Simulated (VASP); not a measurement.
# HfSiO4 (I-4) in VASP: density of states with PBE

Aim: the density of states of HfSiO4 with PBE.

Program: VASP 6.6.1. These are calculated values, not measurements. Logs are shortened: lines on timing, memory, paths and dates and some standing lists are left out, and cuts for length are marked.

**1. The cell of the first run**

It takes space group I-4 (No. 82, tetragonal). Conventional cell: a = 5.832 Å, b = 5.832 Å, c = 8.264 Å, α = 90.00°, β = 90.00°, γ = 90.00°. Hf (site symmetry -4) has 4 O at 1.94 Å within 2.6 Å. Within 2.2 Å of Si (site symmetry -4) lie 4 O at 1.63 Å. Within 2.2 Å of O (site symmetry 1) lie 1 Si at 1.63 Å and 1 Hf at 1.94 Å.

**2. Density of states, PBE**

The input, POSCAR:

```
HfSiO4
1.0
   -2.9162106855      2.9162106855      4.1318118613
    2.9162106855     -2.9162106855      4.1318118613
    2.9162106855      2.9162106855     -4.1318118613
Hf Si O
1 1 4
Direct
    0.2500000000      0.7500000000      0.5000000000
    0.0000000000      0.0000000000      0.0000000000
    0.6575242817      0.8785782444      0.7643296439
    0.1214217556      0.8857513996      0.7789460374
    0.1142486004      0.8931946378      0.2356703561
    0.1068053622      0.3424757183      0.2210539626
```

The input, INCAR.step1:

```
SYSTEM = HfSiO4
PREC = Accurate
ENCUT = 520
EDIFF = 1E-6
ISMEAR = 0
SIGMA = 0.02
LREAL = .FALSE.
LASPH = .TRUE.
NELM = 80
ALGO = Normal
ISIF = 2
LWAVE = .FALSE.
LCHARG = .TRUE.
LMAXMIX = 4
GGA = PE
NBANDS = 28
```

The input, KPOINTS.step1:

```
regular mesh
0
G
  6 6 6
  0 0 0
```

The input, INCAR.step2:

```
SYSTEM = HfSiO4
PREC = Accurate
ENCUT = 520
EDIFF = 1E-6
ISMEAR = -5
SIGMA = 0.02
LREAL = .FALSE.
LASPH = .TRUE.
NELM = 80
ALGO = Normal
ISIF = 2
LWAVE = .FALSE.
LCHARG = .FALSE.
LMAXMIX = 4
GGA = PE
LORBIT = 10
NEDOS = 1001
ICHARG = 11
```

The input, KPOINTS.step2:

```
regular mesh
0
G
  9 9 9
  0 0 0
```

Potentials or basis: VASP PAW PBE potentials, release 64 (Hf_pv, Si, O).

Command:

```bash
cat potpaw_PBE.64/Hf_pv/POTCAR potpaw_PBE.64/Si/POTCAR potpaw_PBE.64/O/POTCAR > POTCAR
cp INCAR.step1 INCAR
cp KPOINTS.step1 KPOINTS
mpirun -np 1 vasp_std > vasp.out
cp INCAR.step2 INCAR
cp KPOINTS.step2 KPOINTS
mpirun -np 1 vasp_std > vasp.out
```

OUTCAR:

```text
SYSTEM = HfSiO4
   PREC = Accurate
   ENCUT = 520
   EDIFF = 1E-6
   ISMEAR = -5
   LREAL = .FALSE.
   LASPH = .TRUE.
   NELM = 80
   ISIF = 2
   GGA = PE
   LORBIT = 10
   ICHARG = 11

 ion  position               nearest neighbor table
   1  0.250  0.750  0.500-   3 1.94   6 1.94   5 1.94   4 1.94
   2  0.000  0.000  0.000-   4 1.63   3 1.63   5 1.63   6 1.63
   3  0.658  0.879  0.764-   2 1.63   1 1.94
   4  0.121  0.886  0.779-   2 1.63   1 1.94
   5  0.114  0.893  0.236-   2 1.63   1 1.94
   6  0.107  0.342  0.221-   2 1.63   1 1.94

  LATTYP: Found a body centered tetragonal cell.
 ALAT       =     5.8324213710
 C/A-ratio  =     1.4168427137

  Lattice vectors:

 A1 = (  -2.9162106855,   2.9162106855,   4.1318118613)
 A2 = (   2.9162106855,  -2.9162106855,   4.1318118613)
 A3 = (   2.9162106855,   2.9162106855,  -4.1318118613)

Analysis of symmetry for initial positions (statically):
=====================================================================
 Subroutine PRICEL returns:
 Original cell was already a primitive cell.

 Routine SETGRP: Setting up the symmetry group for a
 body centered tetragonal supercell.

 Subroutine GETGRP returns: Found  4 space group operations
 (whereof  4 operations were pure point group operations)
 out of a pool of 16 trial point group operations.

The static configuration has the point symmetry S_4 .

Analysis of symmetry for dynamics (positions and initial velocities):
=====================================================================
 Subroutine PRICEL returns:
 Original cell was already a primitive cell.

 Routine SETGRP: Setting up the symmetry group for a
 body centered tetragonal supercell.

 Subroutine GETGRP returns: Found  4 space group operations
 (whereof  4 operations were pure point group operations)
 out of a pool of 16 trial point group operations.

The dynamic configuration has the point symmetry S_4 .

 Subroutine INISYM returns: Found  4 space group operations
 (whereof  4 operations are pure point group operations),
 and found     1 'primitive' translations

----------------------------------------------------------------------------------------

                                     Primitive cell

  volume of cell :     140.5524

  direct lattice vectors                    reciprocal lattice vectors
    -2.916210685  2.916210685  4.131811861     0.000000000  0.171455376  0.121012286
     2.916210685 -2.916210685  4.131811861     0.171455376  0.000000000  0.121012286
     2.916210685  2.916210685 -4.131811861     0.171455376  0.171455376  0.000000000

  length of vectors
     5.837845389  5.837845389  5.837845389     0.209859285  0.209859285  0.242474518

  position of ions in fractional coordinates (direct lattice)
     0.250000000  0.750000000  0.500000000
     0.000000000  0.000000000  0.000000000
     0.657524282  0.878578244  0.764329644
     0.121421756  0.885751400  0.778946037
     0.114248600  0.893194638  0.235670356
     0.106805362  0.342475718  0.221053963

  ion indices of the primitive-cell ions
   primitive index   ion index
                 1           1
                 2           2
                 3           3
                 4           4
                 5           5
                 6           6

----------------------------------------------------------------------------------------

 KPOINTS: regular mesh

Automatic generation of k-mesh.
 Grid dimensions read from file:
 generate k-points for:    9    9    9

 Generating k-lattice:

  Cartesian coordinates                     Fractional coordinates (reciprocal lattice)
     0.000000000  0.019050597  0.013445810     0.111111111  0.000000000 -0.000000000
     0.019050597  0.000000000  0.013445810     0.000000000  0.111111111 -0.000000000
     0.019050597  0.019050597  0.000000000     0.000000000  0.000000000  0.111111111

  Length of vectors
     0.023317698  0.023317698  0.026941613

  Shift w.r.t. Gamma in fractional coordinates (k-lattice)
     0.000000000  0.000000000  0.000000000

 TETIRR: Found   1776 inequivalent tetrahedra from     4374

 Subroutine IBZKPT returns following result:
 ===========================================

 Found    105 irreducible k-points:

 Following reciprocal coordinates:
            Coordinates               Weight
  0.000000  0.000000  0.000000      1.000000
  0.111111 -0.000000  0.000000      8.000000
  0.222222 -0.000000  0.000000      8.000000
  0.333333  0.000000 -0.000000      8.000000
  0.444444 -0.000000  0.000000      8.000000
  0.111111  0.111111  0.000000      8.000000
[... 16 lines left out ...]
  0.444444  0.222222  0.000000      8.000000
 -0.222222 -0.444444  0.000000      8.000000
 [... further k-points ...]
   k-points           NKPTS =    105   k-points in BZ     NKDIM =    105   number of bands    NBANDS=     23
   number of dos      NEDOS =   1001   number of ions     NIONS =      6
   total plane-waves  NPLWV = 110592
   dimension x,y,z NGX =    48 NGY =   48 NGZ =   48
   dimension x,y,z NGXF=    96 NGYF=   96 NGZF=   96
   ions per type =               1   1   4
   NGX,Y,Z   is equivalent  to a cutoff of  13.67, 13.67, 13.67 a.u.
   NGXF,Y,Z  is equivalent  to a cutoff of  27.34, 27.34, 27.34 a.u.
 SYSTEM =  HfSiO4
   PREC   = accura    normal or accurate (medium, high low for compatibility)
   ISTART =      0    job   : 0-new  1-cont  2-samecut
   ICHARG =     11    charge: 1-file 2-atom 10-const
   ISPIN  =      1    spin polarized calculation?
   LNONCOLLINEAR =      F non collinear calculations
   LSORBIT =      F    spin-orbit coupling
   LASPH  =      T    aspherical Exc in radial PAW
   ENCUT  =  520.0 eV  38.22 Ry    6.18 a.u.  10.85 10.85 10.85*2*pi/ulx,y,z
   NELM   =     80;   NELMIN=  2; NELMDL=  0     # of ELM steps
   EDIFF  = 0.1E-05   stopping-criterion for ELM
   LREAL  =      F    real-space projection
   EDIFFG = 0.1E-04   stopping-criterion for IOM
   NSW    =      0    number of steps for IOM
   IBRION =     -1    ionic relax: 0-MD 1-quasi-New 2-CG
   NFREE  =      0    steps in history (QN), initial steepest desc. (CG)
   ISIF   =      2    stress and relaxation
   ISYM   =      2    0-nonsym 1-usesym 2-fastsym
   POTIM  = 0.5000    time-step for ionic-motion
   TEBEG  =    0.0;   TEEND  =   0.0 temperature during run
   PSTRESS=    0.0 pullay stress
   NELECT =      38.0000    total number of electrons
   NUPDOWN=      -1.0000    fix difference up-down
   EMIN   =  10.00;   EMAX   =-10.00  energy-range for DOS
   EFERMI =   0.00;   METHOD = LEGACY
   ISMEAR =    -5;   SIGMA  =   0.02  broadening in eV -4-tet -1-fermi 0-gaus
   EFERMI_NEDOS =   21; number of points for ismear=-14 and -15
   IALGO  =     38    algorithm
   IMIX   =      4    mixing-type and parameters
     AMIX     =   0.40;   BMIX     =  1.00
     AMIX_MAG =   1.60;   BMIX_MAG =  1.00
  volume/ion in A,a.u.               =      23.43       158.08
  Fermi-wavevector in a.u.,A,eV,Ry     =   1.058579  2.000424 15.246544  1.120589
  Thomas-Fermi vector in A             =   2.193893
   LORBIT       =     10    0 simple, 1 ext, 2 COOP (PROOUT), +10 PAW based schemes
   GGA     = PE    functional components
   LHFCALC =     F    Hartree Fock is set to
   AEXX    =    0.0000 exact exchange contribution
   IVDW    =     0    specifies the selected vdW correction
   LEPSILON=     F    determine dielectric tensor
   LRPA    =     F    only Hartree local field effects (RPA)
 non-spin polarized calculation
 Fermi weights with tetrahedron method with Bloechl corrections
  energy-cutoff  :      520.00
  volume of cell :      140.55
 maximum number of plane-waves:      3804
 NGX is ok and might be reduce to    48

 number of electron      38.0000000 magnetization

 Free energy of the ion-electron system (eV)
  ---------------------------------------------------
  ext. energy  EPLUGINS =         0.00000000
  ---------------------------------------------------
  free energy    TOTEN  =       -53.66706519 eV

  energy without entropy =      -53.66706519  energy(sigma->0) =      -53.66706519

 E-fermi :  -2.3928     XC(G=0):  -6.6909

 val. band max:       -2.3985289118   @ k =   0.4444  -0.0000   0.0000
 cond. band min:       2.3693731222   @ k =   0.0000   0.0000   0.0000
 fundamental gap:      4.7679020340
 Fermi energy:        -2.3927864993

 k-point     1 :       0.0000    0.0000    0.0000
  band No.  band energies     occupation
      1     -31.2151      2.00000
      2     -31.2151      2.00000
      3     -31.2144      2.00000
      4     -20.1989      2.00000
      5     -18.6334      2.00000
      6     -18.6334      2.00000
[... 15 lines left out ...]
     22       4.0477      0.00000
     23       5.2257      0.00000

 k-point     2 :       0.1111   -0.0000    0.0000
  band No.  band energies     occupation
      1     -31.2153      2.00000
      2     -31.2152      2.00000
      3     -31.2145      2.00000
      4     -20.1793      2.00000
      5     -18.6594      2.00000
      6     -18.6330      2.00000
[... 15 lines left out ...]
     22       4.0637      0.00000
     23       5.0617      0.00000

 k-point     3 :       0.2222   -0.0000    0.0000
  band No.  band energies     occupation
      1     -31.2159      2.00000
      2     -31.2152      2.00000
      3     -31.2146      2.00000
      4     -20.1263      2.00000
      5     -18.7284      2.00000
      6     -18.6319      2.00000
[... 15 lines left out ...]
     22       4.1059      0.00000
     23       4.6536      0.00000
[... 495 lines left out ...]
 k-point    23 :       0.4444    0.2222    0.0000
  band No.  band energies     occupation
      1     -31.2173      2.00000
      2     -31.2156      2.00000
      3     -31.2149      2.00000
      4     -19.9603      2.00000
      5     -18.9370      2.00000
      6     -18.6289      2.00000
[... 15 lines left out ...]
     22       4.3114      0.00000
     23       4.8134      0.00000

 k-point    24 :      -0.2222   -0.4444    0.0000
  band No.  band energies     occupation
      1     -31.2173      2.00000
      2     -31.2156      2.00000
      3     -31.2149      2.00000
      4     -19.9603      2.00000
      5     -18.9371      2.00000
      6     -18.6288      2.00000
[... 15 lines left out ...]
     22       4.2865      0.00000
     23       4.8220      0.00000

 [... further k-points ...]
[... 5 lines left out ...]
  --------------------------------------------------------------------------------------
  -------------------------------------------------------------------------------------
  Total       -0.3538609     -0.3538609     -0.3937914     -0.0000001     -0.0000000      0.0000000
  in kB       -4.0337115     -4.0337115     -4.4888849     -0.0000014     -0.0000000      0.0000000
  external PRESSURE =      -4.1854360 kB  Pullay stress =       0.0000000 kB

 VOLUME and BASIS-vectors are now :
 -----------------------------------------------------------------------------
  energy-cutoff  :      520.00
  volume of cell :      140.55
      direct lattice vectors                 reciprocal lattice vectors
    -2.916210685  2.916210685  4.131811861     0.000000000  0.171455376  0.121012286
     2.916210685 -2.916210685  4.131811861     0.171455376  0.000000000  0.121012286
     2.916210685  2.916210685 -4.131811861     0.171455376  0.171455376  0.000000000

 POSITION                                       TOTAL-FORCE (eV/Angst)
 -----------------------------------------------------------------------------------
      2.91621     -0.00000      2.06591        -0.000000      0.000000     -0.000000
      0.00000      0.00000      0.00000        -0.000000      0.000000     -0.000000
      2.87359      1.58431      3.18882         0.009577     -0.163746     -0.116717
      4.50052      0.04262      0.94299        -0.163746     -0.009577      0.116717
      2.95884     -1.58431      3.18882        -0.009577      0.163746     -0.116717
      1.33190     -0.04262      0.94299         0.163746      0.009577      0.116717
 -----------------------------------------------------------------------------------
    total drift:                                0.000016     -0.001821      0.001283

  FREE ENERGIE OF THE ION-ELECTRON SYSTEM (eV)
  ---------------------------------------------------
  free  energy   TOTEN  =       -53.6670651920 eV

  energy  without entropy=      -53.6670651920  energy(sigma->0) =      -53.66706519

 total charge

# of ion       s       p       d       tot
------------------------------------------
    1        0.339   6.654   1.677   8.670
    2        0.646   0.981   0.000   1.627
    3        1.555   3.605   0.000   5.160
    4        1.555   3.605   0.000   5.160
    5        1.555   3.605   0.000   5.160
    6        1.555   3.605   0.000   5.160
--------------------------------------------------
tot          7.203  22.055   1.677  30.935
```

Wall time 3.6 min (1 thread of Intel Xeon 6975P-C (Granite Rapids), shared host); peak memory 0.53 GiB.

Results:

```yaml
Valence_electrons_inside_the_program's_atomic_spheres: Hf 8.67; Si 1.63; O 5.16
```

Levels at points of the mesh, in eV from the valence-band top:
| k point | band 17 | band 18 | band 19 | band 20 | band 21 | band 22 |
| --- | --- | --- | --- | --- | --- | --- |
| (0.00, 0.00, 0.00) | -0.01 | 0.00 | 0.00 | 4.77 | 6.44 | 6.45 |

Caveat: spin-orbit coupling is left out, which moves the levels of the heavy elements.
